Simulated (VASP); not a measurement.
A run of VASP 6.6.1:

File POSCAR:

```
Ti3SiO8
1.0
    3.1787470121     -3.1702594623      0.0000000000
    3.1787470121      3.1702594623      0.0000000000
    0.0000000000      0.0000000000      5.7867068824
Ti O Si
3 8 1
Direct
    0.5000000000      0.5000000000      0.0000000000
    0.0000000000      0.0000000000      0.7440079245
    0.0000000000      0.0000000000      0.2559920755
    0.1950829003      0.1950829003      0.0000000000
    0.8049170997      0.8049170997      0.0000000000
    0.6878077323      0.3121922677      0.7295638990
    0.3121922677      0.6878077323      0.7295638990
    0.2095489366      0.2095489366      0.5000000000
    0.7904510634      0.7904510634      0.5000000000
    0.6878077323      0.3121922677      0.2704361010
    0.3121922677      0.6878077323      0.2704361010
    0.5000000000      0.5000000000      0.5000000000
```

The input INCAR.step1:

```
PREC     = Accurate       # precision mode
ENCUT    = 520            # plane-wave cutoff, eV
ISMEAR   = 0              # smearing method
SIGMA    = 0.01           # smearing width, eV
LREAL    = F              # projectors in reciprocal space
LASPH    = T              # aspherical terms in the spheres
NELM     = 80             # most SCF steps
NBANDS   = 56             # bands
GGA      = PE             # functional
ALGO     = Normal         # electronic algorithm
EDIFF    = 1E-4           # SCF threshold, eV
LWAVE    = T              # write WAVECAR
LCHARG   = F              # write CHGCAR
```

Contents of INCAR.step2:

```
PREC     = Accurate       # precision mode
ENCUT    = 520            # plane-wave cutoff, eV
EDIFF    = 1E-6           # SCF threshold, eV
ISMEAR   = 0              # smearing method
SIGMA    = 0.01           # smearing width, eV
LREAL    = F              # projectors in reciprocal space
LASPH    = T              # aspherical terms in the spheres
NELM     = 80             # most SCF steps
ALGO     = Normal         # electronic algorithm
ISIF     = 2              # what is computed and relaxed
LWAVE    = F              # write WAVECAR
LCHARG   = T              # write CHGCAR
METAGGA  = R2SCAN         # meta-GGA
LMIXTAU  = T            
LELF     = T              # ELF
LVHAR    = T            
NBANDS   = 56             # bands
ISTART   = 1
```

File KPOINTS:

```
Automatic mesh
0
Gamma
  6 6 4
```

Potentials or basis: VASP PAW PBE potentials, release 64 (Ti_sv, O, Si).

Command:

```bash
$ cat potpaw_PBE.64/Ti_sv/POTCAR potpaw_PBE.64/O/POTCAR potpaw_PBE.64/Si/POTCAR > POTCAR
$ cp INCAR.step1 INCAR
$ mpirun -np 1 vasp_std > vasp.out
$ cp INCAR.step2 INCAR
$ mpirun -np 1 vasp_std > vasp.out
```

Hardware: 1 thread of Oxide Virtual Turin-like Processor (shared host).

**Question.** Estimate the wall time of this run.

**Answer.** Run time: 28 min on 1 thread of Oxide Virtual Turin-like Processor (shared host), peak memory 0.34 GiB. Counts: k points 39.
